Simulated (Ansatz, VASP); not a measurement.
**Two plane-wave programs on SiC**

```xyz
4
Lattice="3.1373 0.0000 0.0000 -1.5687 2.7170 0.0000 0.0000 0.0000 4.9327" Properties=species:S:1:pos:R:3 pbc="T T T"
Si    0.0000    1.8113    1.2332
Si    1.5687    0.9057    3.6995
C     1.5687    0.9057    1.2332
C     0.0000    1.8113    3.6995
```

Alike in both runs: task single point; functional PBE0; k mesh 6 × 6 × 4; no spin polarisation.

|  | VASP | Ansatz |
| --- | --- | --- |
| version | VASP 6.6.1 | Ansatz 0.2.0 |
| potentials or method | VASP PAW PBE potentials, release 64 (Si, C) | plane waves, PAW |
| plane-wave cutoff (eV) | 520 | 420 |
| occupations | gaussian, width 0.01 eV | fixed |
| valence electrons in the cell | 16 | 16 |

Ansatz gave:

```
gap on the k mesh at the Fermi level (eV)                     : 1.26
pressure (GPa)                                                : -1.4
traceless stress, the component that is largest in VASP (GPa) : -0.19
```

What did VASP give for the same quantities?

gap on the k mesh at the Fermi level (eV): 1.27; pressure (GPa): -1.8; traceless stress, the component that is largest in VASP (GPa): 0.25.

Ansatz's warnings: metallic iterate, metallic semilocal start, stress exchange threshold loose, stress scf threshold loose.
